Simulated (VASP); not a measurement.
## TePt: single point with r2SCAN

The system is TePt.

```
CELL_PARAMETERS angstrom
4.03533 0.00000 0.00000
-2.01766 3.49470 0.00000
0.00000 0.00000 5.41176
ATOMIC_POSITIONS crystal
Te 0.33333 0.66667 0.25000
Te 0.66667 0.33333 0.75000
Pt 0.00000 0.00000 0.00000
Pt 0.00000 0.00000 0.50000
```

```yaml
Program: VASP 6.6.1
Task: single point
Functional: r2SCAN
Potentials_or_basis: VASP PAW PBE potentials, release 64 (Te, Pt)
Cutoff: 520 eV
k_mesh: 12 × 12 × 8
Occupations: gaussian, width 0.1 eV
Spin: no spin polarisation
```

```
Pressure               : 25.1 GPa
Band gap on the k mesh : zero (bands 16 and 17 overlap by 1.59 eV)
```

Stress tensor (GPa, compression positive):
```
25.06  0.00  0.00
 0.00 25.06  0.00
 0.00  0.00 25.26
```

Levels at points of the mesh, in eV from the Fermi level:
| k point | band 13 | band 14 | band 15 | band 16 | band 17 | band 18 | band 19 | band 20 |
| --- | --- | --- | --- | --- | --- | --- | --- | --- |
| (0.00, 0.00, 0.00) | -2.04 | -2.04 | 0.09 | 0.51 | 1.68 | 2.71 | 2.71 | 2.98 |
| (0.50, 0.00, 0.00) | -3.30 | -2.87 | -2.62 | -1.49 | 1.50 | 3.06 | 3.66 | 4.04 |
| (0.00, 0.00, 0.50) | -2.82 | -2.82 | 1.11 | 1.11 | 1.11 | 1.11 | 4.76 | 4.76 |
| (0.50, 0.00, 0.50) | -3.78 | -3.78 | -0.71 | -0.71 | 0.78 | 0.78 | 2.76 | 2.76 |

It took 6.1 min on 1 thread of AMD EPYC 7R13 Processor (Zen 3), on a shared host, peak memory 0.28 GiB.

Caveat: the cell stands under pressure; the PAW data sets were made with another functional, which shifts forces and pressure a little; spin-orbit coupling is left out, which moves the levels of the heavy elements.
